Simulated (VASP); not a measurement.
The system is ZnO.

```
Zn O
1.0
     3.23735    0.00000    0.00000
    -1.61868    2.80363    0.00000
     0.00000    0.00000    5.22206
Zn O
2 2
Cartesian
  1.6187 0.9345 2.6141
  0.0000 1.8691 0.0031
  1.6187 0.9345 4.5939
  0.0000 1.8691 1.9829
```

| Quantity | Value |
| --- | --- |
| Program | VASP 6.6.1 |
| Task | relaxation of cell and atoms |
| Functional | PBE |
| Potentials or basis | VASP PAW PBE potentials, release 64 (Zn, O) |
| Cutoff | 600 eV |
| k mesh | 12 × 12 × 6 |
| Occupations | gaussian, width 0.02 eV |
| Spin | no spin polarisation |

At the start: pressure 6.5 GPa; volume 11.85 Å³/atom.

Task: How do energy, volume and symmetry change on relaxing?

Result: Over 3 steps the energy falls by 10.6 meV/atom and the volume is 12.40 Å³/atom (+4.6 %); space group P6_3mc (No. 186, to 0.05 Å).

Step by step:
| step | energy change (eV) | largest force (eV/Å) | pressure (GPa) | volume (Å³) |
| --- | --- | --- | --- | --- |
| 1 | 0.0000 | 0.0020 | 6.47 | 47.40 |
| 2 | -0.0318 | 0.0006 | -2.79 | 50.76 |
| 3 | -0.0422 | 0.0009 | 0.02 | 49.59 |

Final structure:
```
Zn O
1.0
     3.28629    0.00000    0.00000
    -1.64314    2.84601    0.00000
     0.00000    0.00000    5.30178
Zn O
2 2
Direct
  0.66667 0.33333 0.50058
  0.33333 0.66667 0.00058
  0.66667 0.33333 0.87973
  0.33333 0.66667 0.37973
```
